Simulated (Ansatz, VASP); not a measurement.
**Mg in VASP and in Ansatz**

```xyz
4
Lattice="3.3030 0.0000 0.0000 -1.6515 2.8605 0.0000 0.0000 0.0000 10.7570" Properties=species:S:1:pos:R:3 pbc="T T T"
Mg    1.6515    2.8605    0.0000
Mg    1.6515    2.8605    5.3785
Mg    0.0000    1.9070    2.6892
Mg    1.6515    0.9535    8.0677
```

Alike in both runs: task single point; functional BLYP; k mesh 13 × 13 × 4; occupations fermi-dirac, width 0.1 eV; no spin polarisation.

|  | VASP | Ansatz |
| --- | --- | --- |
| version | VASP 6.6.1 | Ansatz 0.2.0 |
| potentials or method | VASP PAW PBE potentials, release 64 (Mg), cutoff 520 eV | plane waves (420 eV) with PAW, scalar-relativistic |
| valence electrons in the cell | 8 | 40 |

```csv
,VASP,Ansatz,Ansatz less VASP
pressure (GPa),-1.9,-1.9,+0.05
"traceless stress, the component that is largest in VASP (GPa)",0.11,0.11,+0.001
```

VASP's potentials were made for PBE, not for BLYP. The functional is the same, so the differences come from potentials, cutoffs and numerics. VASP's potentials hold 8 valence electrons a cell and Ansatz's 40, so a difference there can come from the potentials and not from the codes.
